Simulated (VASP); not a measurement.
# Pd (Fd-3m) in VASP: notebook

The runs below take Pd through single point, with PBEsol.

All numbers are computed with VASP 6.6.1; they aren't measurements. Logs are shortened: lines on timing, memory, paths and dates and some standing lists are left out, and cuts for length are marked.

## 1. The cell of the first run

Symmetry: Fd-3m, No. 227, cubic system. Conventional cell: a = 5.446 Å, b = 5.446 Å, c = 5.446 Å, α = 90.00°, β = 90.00°, γ = 90.00°. Pd (site symmetry -43m) has 4 Pd at 2.36 Å within 3.1 Å.

This isn't the form of Pd at room conditions, which is fcc.

## 2. Single point, PBEsol

The input, INCAR:

```
SYSTEM = Pd
PREC = Accurate
ENCUT = 500
EDIFF = 1E-6
ISMEAR = -1
SIGMA = 0.05
LREAL = .FALSE.
LASPH = .TRUE.
NELM = 120
ALGO = Normal
ISIF = 2
LWAVE = .FALSE.
LCHARG = .FALSE.
GGA = PS
NBANDS = 17
GGA_COMPAT = .FALSE.
```

The input, KPOINTS:

```
Automatic mesh
0
G
  7 7 7
  0 0 0
```

The input, POSCAR:

```
Pd
1.0
    0.0000000000      2.7232455273      2.7232455273
    2.7232455273      0.0000000000      2.7232455273
    2.7232455273      2.7232455273      0.0000000000
Pd
2
Direct
    1.0000000000      1.0000000000      1.0000000000
    0.2500000000      0.2500000000      0.2500000000
```

Potentials or basis: VASP PAW PBE potentials, release 64 (Pd).

On the command line:

```bash
> cat potpaw_PBE.64/Pd/POTCAR > POTCAR
> mpirun -np 1 vasp_std > vasp.out
```

OUTCAR:

```text
SYSTEM = Pd
   PREC = Accurate
   ENCUT = 500
   EDIFF = 1E-6
   ISMEAR = -1
   LREAL = .FALSE.
   LASPH = .TRUE.
   NELM = 120
   ISIF = 2
   GGA = PS

 ion  position               nearest neighbor table
   1  0.000  0.000  0.000-   2 2.36   2 2.36   2 2.36   2 2.36
   2  0.250  0.250  0.250-   1 2.36   1 2.36   1 2.36   1 2.36

  LATTYP: Found a face centered cubic cell.
 ALAT       =     5.4464910546

  Lattice vectors:

 A1 = (   0.0000000000,   2.7232455273,   2.7232455273)
 A2 = (   2.7232455273,   0.0000000000,   2.7232455273)
 A3 = (   2.7232455273,   2.7232455273,   0.0000000000)

Analysis of symmetry for initial positions (statically):
=====================================================================
 Subroutine PRICEL returns:
 Original cell was already a primitive cell.

 Routine SETGRP: Setting up the symmetry group for a
 face centered cubic supercell.

 Subroutine GETGRP returns: Found 48 space group operations
 (whereof 24 operations were pure point group operations)
 out of a pool of 48 trial point group operations.

The static configuration has the point symmetry T_d .
 The point group associated with its full space group is O_h .

Analysis of symmetry for dynamics (positions and initial velocities):
=====================================================================
 Subroutine PRICEL returns:
 Original cell was already a primitive cell.

 Routine SETGRP: Setting up the symmetry group for a
 face centered cubic supercell.

 Subroutine GETGRP returns: Found 48 space group operations
 (whereof 24 operations were pure point group operations)
 out of a pool of 48 trial point group operations.

The dynamic configuration has the point symmetry T_d .
 The point group associated with its full space group is O_h .

 Subroutine INISYM returns: Found 48 space group operations
 (whereof 24 operations are pure point group operations),
 and found     1 'primitive' translations

----------------------------------------------------------------------------------------

                                     Primitive cell

  volume of cell :      40.3915

  direct lattice vectors                    reciprocal lattice vectors
     0.000000000  2.723245527  2.723245527    -0.183604451  0.183604451  0.183604451
     2.723245527  0.000000000  2.723245527     0.183604451 -0.183604451  0.183604451
     2.723245527  2.723245527  0.000000000     0.183604451  0.183604451 -0.183604451

  length of vectors
     3.851250758  3.851250758  3.851250758     0.318012238  0.318012238  0.318012238

  position of ions in fractional coordinates (direct lattice)
     0.000000000  0.000000000  0.000000000
     0.250000000  0.250000000  0.250000000

  ion indices of the primitive-cell ions
   primitive index   ion index
                 1           1
                 2           2

----------------------------------------------------------------------------------------

 KPOINTS: Automatic mesh

Automatic generation of k-mesh.
 Grid dimensions read from file:
 generate k-points for:    7    7    7

 Generating k-lattice:

  Cartesian coordinates                     Fractional coordinates (reciprocal lattice)
    -0.026229207  0.026229207  0.026229207     0.142857143  0.000000000  0.000000000
     0.026229207 -0.026229207  0.026229207     0.000000000  0.142857143  0.000000000
     0.026229207  0.026229207 -0.026229207     0.000000000  0.000000000  0.142857143

  Length of vectors
     0.045430320  0.045430320  0.045430320

  Shift w.r.t. Gamma in fractional coordinates (k-lattice)
     0.000000000  0.000000000  0.000000000

 Subroutine IBZKPT returns following result:
 ===========================================

 Found     20 irreducible k-points:

 Following reciprocal coordinates:
            Coordinates               Weight
  0.000000  0.000000  0.000000      1.000000
  0.142857  0.000000  0.000000      8.000000
  0.285714  0.000000  0.000000      8.000000
  0.428571  0.000000  0.000000      8.000000
  0.142857  0.142857  0.000000      6.000000
  0.285714  0.142857  0.000000     24.000000
[... 12 lines left out ...]
 -0.428571  0.428571  0.142857     24.000000
 -0.285714  0.428571  0.142857     24.000000
   k-points           NKPTS =     20   k-points in BZ     NKDIM =     20   number of bands    NBANDS=     17
   number of dos      NEDOS =    301   number of ions     NIONS =      2
   total plane-waves  NPLWV =  21952
   dimension x,y,z NGX =    28 NGY =   28 NGZ =   28
   dimension x,y,z NGXF=    56 NGYF=   56 NGZF=   56
   ions per type =               2
   NGX,Y,Z   is equivalent  to a cutoff of  12.09, 12.09, 12.09 a.u.
   NGXF,Y,Z  is equivalent  to a cutoff of  24.17, 24.17, 24.17 a.u.
 SYSTEM =  Pd
   PREC   = accura    normal or accurate (medium, high low for compatibility)
   ISTART =      0    job   : 0-new  1-cont  2-samecut
   ICHARG =      2    charge: 1-file 2-atom 10-const
   ISPIN  =      1    spin polarized calculation?
   LNONCOLLINEAR =      F non collinear calculations
   LSORBIT =      F    spin-orbit coupling
   LASPH  =      T    aspherical Exc in radial PAW
   ENCUT  =  500.0 eV  36.75 Ry    6.06 a.u.   7.02  7.02  7.02*2*pi/ulx,y,z
   NELM   =    120;   NELMIN=  2; NELMDL= -5     # of ELM steps
   EDIFF  = 0.1E-05   stopping-criterion for ELM
   LREAL  =      F    real-space projection
   EDIFFG = 0.1E-04   stopping-criterion for IOM
   NSW    =      0    number of steps for IOM
   IBRION =     -1    ionic relax: 0-MD 1-quasi-New 2-CG
   NFREE  =      0    steps in history (QN), initial steepest desc. (CG)
   ISIF   =      2    stress and relaxation
   ISYM   =      2    0-nonsym 1-usesym 2-fastsym
   POTIM  = 0.5000    time-step for ionic-motion
   TEBEG  =    0.0;   TEEND  =   0.0 temperature during run
   PSTRESS=    0.0 pullay stress
   NELECT =      20.0000    total number of electrons
   NUPDOWN=      -1.0000    fix difference up-down
   EMIN   =  10.00;   EMAX   =-10.00  energy-range for DOS
   EFERMI =   0.00;   METHOD = LEGACY
   ISMEAR =    -1;   SIGMA  =   0.05  broadening in eV -4-tet -1-fermi 0-gaus
   EFERMI_NEDOS =   21; number of points for ismear=-14 and -15
   IALGO  =     38    algorithm
   IMIX   =      4    mixing-type and parameters
     AMIX     =   0.40;   BMIX     =  1.00
     AMIX_MAG =   1.60;   BMIX_MAG =  1.00
  volume/ion in A,a.u.               =      20.20       136.29
  Fermi-wavevector in a.u.,A,eV,Ry     =   1.295154  2.447486 22.822733  1.677424
  Thomas-Fermi vector in A             =   2.426692
   LORBIT       =      0    0 simple, 1 ext, 2 COOP (PROOUT), +10 PAW based schemes
   GGA     = PS    functional components
   LHFCALC =     F    Hartree Fock is set to
   AEXX    =    0.0000 exact exchange contribution
   IVDW    =     0    specifies the selected vdW correction
   LEPSILON=     F    determine dielectric tensor
   LRPA    =     F    only Hartree local field effects (RPA)
 non-spin polarized calculation
  energy-cutoff  :      500.00
  volume of cell :       40.39
 maximum number of plane-waves:      1032
   NGX = 13   NGY = 13   NGZ = 13

 number of electron      19.9999999 magnetization

 Free energy of the ion-electron system (eV)
  ---------------------------------------------------
  ext. energy  EPLUGINS =         0.00000000
  ---------------------------------------------------
  free energy    TOTEN  =        -9.03505175 eV

  energy without entropy =       -8.98172011  energy(sigma->0) =       -9.00838593

 E-fermi :   5.8898     XC(G=0): -11.1962

 val. band max:        5.8894073014   @ k =   0.4286   0.1429   0.0000
 cond. band min:       5.8991002214   @ k =   0.1429   0.1429   0.0000
 fundamental gap:      0.0096929200
 Fermi energy:         5.8898327070

 k-point     1 :       0.0000    0.0000    0.0000
  band No.  band energies     occupation
      1       0.2917      2.00000
      2       1.5169      2.00000
      3       1.5169      2.00000
      4       1.7773      2.00000
      5       1.7773      2.00000
      6       1.7773      2.00000
[... 9 lines left out ...]
     16      19.1619      0.00000
     17      19.3772      0.00000

 k-point     2 :       0.1429    0.0000    0.0000
  band No.  band energies     occupation
      1       0.6272      2.00000
      2       1.3655      2.00000
      3       1.3655      2.00000
      4       1.7892      2.00000
      5       2.0176      2.00000
      6       2.0176      2.00000
[... 9 lines left out ...]
     16      20.0032      0.00000
     17      20.4318      0.00000

 k-point     3 :       0.2857    0.0000    0.0000
  band No.  band energies     occupation
      1       1.3220      2.00000
      2       1.3414      2.00000
      3       1.3414      2.00000
      4       1.9623      2.00000
      5       2.1385      2.00000
      6       2.1385      2.00000
[... 9 lines left out ...]
     16      19.9530      0.00000
     17      19.9530      0.00000

 k-point     4 :       0.4286    0.0000    0.0000
  band No.  band energies     occupation
      1       1.5253      2.00000
      2       1.5253      2.00000
      3       1.6222      2.00000
      4       1.9216      2.00000
      5       1.9216      2.00000
      6       2.1466      2.00000
[... 9 lines left out ...]
     16      19.5994      0.00000
     17      19.5994      0.00000
[... 263 lines left out ...]
      1       1.0069      2.00000
      2       1.1444      2.00000
      3       1.9173      2.00000
      4       2.2773      2.00000
      5       2.4764      2.00000
      6       2.8058      2.00000
[... 9 lines left out ...]
     16      20.3031      0.00000
     17      21.5760      0.00000

 k-point    19 :      -0.4286    0.4286    0.1429
  band No.  band energies     occupation
      1       0.9375      2.00000
      2       1.1000      2.00000
      3       1.8987      2.00000
      4       2.1635      2.00000
      5       2.8557      2.00000
      6       3.2326      2.00000
[... 9 lines left out ...]
     16      18.2043      0.00000
     17      22.9389      0.00000

 k-point    20 :      -0.2857    0.4286    0.1429
  band No.  band energies     occupation
      1       0.8856      2.00000
      2       1.0564      2.00000
      3       1.9636      2.00000
      4       2.4090      2.00000
      5       2.7677      2.00000
      6       3.2651      2.00000
[... 9 lines left out ...]
     16      20.7536      0.00000
     17      22.1426      0.00000

------------------------ aborting loop because EDIFF is reached ----------------------------------------

  FORCE on cell =-STRESS in cart. coord.  units (eV):
  Direction    XX          YY          ZZ          XY          YZ          ZX
  --------------------------------------------------------------------------------------
  -------------------------------------------------------------------------------------
  Total        3.5517702      3.5517702      3.5517702      0.0000000      0.0000000     -0.0000000
  in kB      140.8850954    140.8850954    140.8850954      0.0000000      0.0000000     -0.0000000
  external PRESSURE =     140.8850954 kB  Pullay stress =       0.0000000 kB

 VOLUME and BASIS-vectors are now :
 -----------------------------------------------------------------------------
  energy-cutoff  :      500.00
  volume of cell :       40.39
      direct lattice vectors                 reciprocal lattice vectors
     0.000000000  2.723245527  2.723245527    -0.183604451  0.183604451  0.183604451
     2.723245527  0.000000000  2.723245527     0.183604451 -0.183604451  0.183604451
     2.723245527  2.723245527  0.000000000     0.183604451  0.183604451 -0.183604451

 POSITION                                       TOTAL-FORCE (eV/Angst)
 -----------------------------------------------------------------------------------
      0.00000      0.00000      0.00000         0.000000      0.000000      0.000000
      1.36162      1.36162      1.36162        -0.000000     -0.000000     -0.000000
 -----------------------------------------------------------------------------------
    total drift:                                0.000000      0.000000      0.000000

  FREE ENERGIE OF THE ION-ELECTRON SYSTEM (eV)
  ---------------------------------------------------
  free  energy   TOTEN  =        -9.0350517467 eV

  energy  without entropy=       -8.9817201068  energy(sigma->0) =       -9.00838593
```

It took 26 s on 1 thread of Intel Xeon 8259CL, shared host; peak memory 0.16 GiB.

Results:

* Free energy: -9.0351 eV
* Pressure: 14.1 GPa
* Band gap on the k mesh: zero (bands 10 and 11 overlap by 0.49 eV)

Levels at points of the mesh, in eV from the Fermi level:
```csv
k point,band 6,band 7,band 8,band 9,band 10,band 11,band 12,band 13,band 14,band 15
"(0.00, 0.00, 0.00)",-4.11,-1.73,-1.73,-1.73,-0.15,-0.15,12.98,12.98,12.98,13.03
```

Caveat: the cell stands under pressure; the PAW data sets were made with another functional, which shifts forces and pressure a little.

## 3. Single point, PBEsol

This run uses another cell than the first one, of 23.06 Å³/atom.

The input, INCAR:

```
  ALGO = Normal
  EDIFF = 1E-6
  ENCUT = 500
  GGA = PS
  GGA_COMPAT = F
  ISIF = 2
  ISMEAR = -1
  LASPH = T
  LCHARG = F
  LREAL = F
  LWAVE = F
  NBANDS = 17
  NELM = 120
  PREC = Accurate
  SIGMA = 0.05
```

The input, KPOINTS:

```
k-points
0
Gamma
  7 7 7
```

The input, POSCAR:

```
Pd
1.0
    0.0000000000      2.8463430640      2.8463430640
    2.8463430640      0.0000000000      2.8463430640
    2.8463430640      2.8463430640      0.0000000000
Pd
2
Direct
    1.0000000000      1.0000000000      1.0000000000
    0.2500000000      0.2500000000      0.2500000000
```

Potentials or basis: VASP PAW PBE potentials, release 64 (Pd).

On the command line:

```bash
> cat potpaw_PBE.64/Pd/POTCAR > POTCAR
> mpirun -np 1 vasp_std > vasp.out
```

Run time: 29 s. Hardware: 1 thread of Intel Xeon 8259CL, shared host; peak memory 0.17 GiB.

It converged, with:

```
Free energy            : -9.2504 eV
Pressure               : -0.4 GPa
Band gap on the k mesh : zero (bands 10 and 11 overlap by 0.41 eV)
```

Levels at points of the mesh, in eV from the Fermi level:
```
           k point  band 8  band 9  band 10  band 11  band 12  band 13
(0.00, 0.00, 0.00)   -1.43   -1.43    -0.15    -0.15    11.95    11.95
```

Caveat: the PAW data sets were made with another functional, which shifts forces and pressure a little.

The gap in the log of VASP goes by the Fermi energy; the results here count the filled bands.